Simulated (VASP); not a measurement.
Mo: single point with LDA

Mo:

```
Mo
1.0
     0.00000    1.95455    1.98477
     1.95455    0.00000    1.98477
     1.95455    1.95455    0.00000
Mo
1
Direct
  0.00000 0.00000 0.00000
```

This cell differs from its parent crystal: strain -0.030 along x and y, -0.015 along z.

```json
{
 "Program": "VASP 6.6.1",
 "Task": "single point",
 "Functional": "LDA",
 "Potentials or basis": "VASP PAW LDA potentials, release 64 (Mo_sv)",
 "Cutoff": "520 eV",
 "k mesh": "20 × 20 × 20",
 "Occupations": "gaussian, width 0.15 eV",
 "Spin": "no spin polarisation",
 "Dipole correction": "no",
 "Further INCAR settings": "ALGO = Fast; EDIFF = 1e-07; NBANDS = 13"
}
```

```json
{"Pressure": "2.6 GPa", "Band gap on the k mesh": "zero (bands 7 and 8 overlap by 5.02 eV)"}
```

Stress tensor (GPa, compression positive):
```
1.64 0.00 0.00
0.00 1.64 0.00
0.00 0.00 4.52
```

Levels at points of the mesh, in eV from the Fermi level:
```tsv
k point	band 4	band 5	band 6	band 7	band 8	band 9	band 10	band 11
(0.00, 0.00, 0.00)	-33.73	-6.88	-0.93	-0.74	-0.74	1.93	2.21	13.14
(0.50, 0.00, 0.00)	-33.92	-4.88	-1.13	-0.92	1.81	4.29	4.41	11.93
(0.50, 0.50, 0.00)	-34.26	-5.34	-4.60	4.19	4.30	5.00	5.00	13.05
(0.50, 0.00, 0.50)	-34.29	-5.36	-4.64	4.28	4.51	4.91	5.13	12.68
```

Run time: 72 s on 1 thread of Intel(R) Xeon(R) Platinum 8375C CPU @ 2.90GHz (Ice Lake), on a shared host, peak memory 0.23 GiB.

Caveat: the cell differs from its parent crystal (strain -0.030 along x and y, -0.015 along z).
